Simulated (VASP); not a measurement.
Write the native input for VASP 6.6.1 that does the following.

| Item | Value |
| --- | --- |
| Task | single point |
| Functional | LDA |
| Potentials or basis | VASP PAW LDA potentials, release 64 (Al) |
| Cutoff | 520 eV |
| k mesh | 13 × 13 × 13 |
| Occupations | fermi-dirac, width 0.1 eV |
| Spin | no spin polarisation |
| Dipole correction | no |
| Further INCAR settings | ALGO = Normal; EDIFF = 1e-06; NBANDS = 8 |

The structure of Al lies in POSCAR:

```
Al
1.0
   -1.6017571813      1.6017571813      1.6017571813
    1.6017571813     -1.6017571813      1.6017571813
    1.6017571813      1.6017571813     -1.6017571813
Al
1
Direct
    0.0000000000      0.0000000000      0.0000000000
```

One way to write it, as run:

INCAR

```
SYSTEM = Al
  PREC = Accurate
  ENCUT = 520
  EDIFF = 1E-6
  ISMEAR = -1
  SIGMA = 0.1
  LREAL = .False.
  LASPH = .True.
  NELM = 100
  ALGO = Normal
  ISIF = 2
  LWAVE = .False.
  LCHARG = .False.
  NBANDS = 8
```

KPOINTS

```
regular mesh
0
Gamma
  13 13 13
  0 0 0
```

Potentials or basis: VASP PAW LDA potentials, release 64 (Al).

Run with:

```console
$ cat potpaw_LDA.64/Al/POTCAR > POTCAR
$ mpirun -np 1 vasp_std > vasp.out
```

Results of the run:

- Pressure: -1.2 GPa

It took 3 s on 1 thread of Intel(R) Xeon(R) 6975P-C (Granite Rapids), on a shared host, peak memory 0.12 GiB.
